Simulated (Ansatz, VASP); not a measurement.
MgB2 in VASP and in Ansatz

Contents of INCAR:

```
SYSTEM = MgB2
ALGO = Normal
EDIFF = 1E-6
ENCUT = 600
GGA = PE
GGA_COMPAT = .FALSE.
ISIF = 2
ISMEAR = -1
LASPH = .TRUE.
LCHARG = .FALSE.
LREAL = .FALSE.
LWAVE = .FALSE.
NBANDS = 17
NELM = 120
PREC = Accurate
SIGMA = 0.05
```

File KPOINTS:

```
k-points
0
G
  8 8 8
  0 0 0
```

POSCAR

```
MgB2
1.0
    0.0000000000      3.0330345177      3.0330345177
    3.0330345177      0.0000000000      3.0330345177
    3.0330345177      3.0330345177      0.0000000000
Mg B
2 4
Direct
    0.0000000000      0.0000000000      0.0000000000
    0.2500000000      0.2500000000      0.2500000000
    0.6250000000      0.1250000000      0.6250000000
    0.6250000000      0.6250000000      0.1250000000
    0.1250000000      0.6250000000      0.6250000000
    0.6250000000      0.6250000000      0.6250000000
```

File input.yaml:

```yaml
crystal:
  lattice:
    - [0.0, 3.0330345177, 3.0330345177]
    - [3.0330345177, 0.0, 3.0330345177]
    - [3.0330345177, 3.0330345177, 0.0]
  atoms:
    - { symbol: Mg, position: [0.0, 0.0, 0.0] }
    - { symbol: Mg, position: [0.25, 0.25, 0.25] }
    - { symbol: B, position: [0.625, 0.125, 0.625] }
    - { symbol: B, position: [0.625, 0.625, 0.125] }
    - { symbol: B, position: [0.125, 0.625, 0.625] }
    - { symbol: B, position: [0.625, 0.625, 0.625] }
hamiltonian:
  xc: pbe
  pseudopotentials: { kind: paw }
kpoints:
  mp_grid: { grid: [8, 8, 8] }
scf:
  occupations: { method: fermi_dirac, width: 0.05 }
output:
  forces: true
  stress: true
  eigenvalues: true
```

Alike in both runs: task single point; functional PBE; k mesh 8 × 8 × 8; occupations fermi-dirac, width 0.05 eV; no spin polarisation.

|  | VASP | Ansatz |
| --- | --- | --- |
| version | VASP 6.6.1 | Ansatz 0.2.0 |
| potentials or method | VASP PAW PBE potentials, release 64 (Mg, B) | Ansatz PAW |
| plane-wave cutoff (eV) | 600 | 420 |
| valence electrons in the cell | 16 | 32 |

|  | VASP | Ansatz | Ansatz less VASP |
| --- | --- | --- | --- |
| gap on the k mesh at the Fermi level (eV) | none | none | - |
| pressure (GPa) | -5.2 | -5.0 | +0.21 |

A gap of «none» marks a metal or a gap that the smearing closes. VASP's potentials hold 16 valence electrons a cell and Ansatz's 32, so a difference there can come from the potentials and not from the codes.
